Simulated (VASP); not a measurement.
# LiNbO3: single point with r2SCAN

LiNbO3:

```
Li Nb O
1.0
     2.56872    1.48305    4.62841
    -2.56872    1.48305    4.62841
     0.00000   -2.96610    4.62841
Li Nb O
2 2 6
Direct
  0.30203 0.30203 0.30203
  0.80203 0.80203 0.80203
  0.02001 0.02001 0.02001
  0.52001 0.52001 0.52001
  0.12783 0.38185 0.73948
  0.73948 0.12783 0.38185
  0.38185 0.73948 0.12783
  0.23948 0.88185 0.62783
  0.88185 0.62783 0.23948
  0.62783 0.23948 0.88185
```

```
Program                : VASP 6.6.1
Task                   : single point
Functional             : r2SCAN
Potentials or basis    : VASP PAW PBE potentials, release 64 (Li_sv, Nb_sv, O)
Cutoff                 : 520 eV
k mesh                 : 4 × 4 × 4
Occupations            : gaussian, width 0.01 eV
Spin                   : no spin polarisation
Dipole correction      : no
Further INCAR settings : ALGO = Normal; EDIFF = 1e-07; NBANDS = 45
```

- Largest force: 0.053 eV/Å
- Band gap on the k mesh: 4.03 eV (least direct gap 4.06 eV)

Forces on the atoms (eV/Å):
```
Li   0.000  0.000  0.053
Li   0.000  0.000  0.053
Nb   0.000  0.000 -0.040
Nb   0.000  0.000 -0.040
O   -0.011  0.015 -0.004
O   -0.007 -0.017 -0.004
O    0.018  0.002 -0.004
O   -0.018  0.002 -0.004
O    0.011  0.015 -0.004
O    0.007 -0.017 -0.004
```

Levels at points of the mesh, in eV from the valence-band top:
```csv
k point,band 30,band 31,band 32,band 33,band 34,band 35,band 36,band 37,band 38,band 39
"(0.00, 0.00, 0.00)",-0.71,-0.65,-0.50,0.00,0.00,4.06,4.06,4.52,5.59,5.59
"(0.50, 0.00, 0.00)",-0.44,-0.28,-0.28,-0.19,-0.19,4.31,4.31,5.17,5.17,5.41
"(0.50, 0.50, 0.00)",-0.96,-0.67,-0.66,-0.47,-0.19,4.14,4.58,5.04,5.07,5.70
"(0.50, 0.50, 0.50)",-0.63,-0.30,-0.30,-0.30,-0.30,5.10,5.10,5.29,5.29,5.29
```

Wall time 4 min on 1 thread of AMD EPYC 9R45 96-Core Processor (Zen 5) (shared host), peak memory 0.28 GiB.

Caveat: the PAW data sets were made with another functional, which shifts forces and pressure a little. A k mesh can miss the band edges.
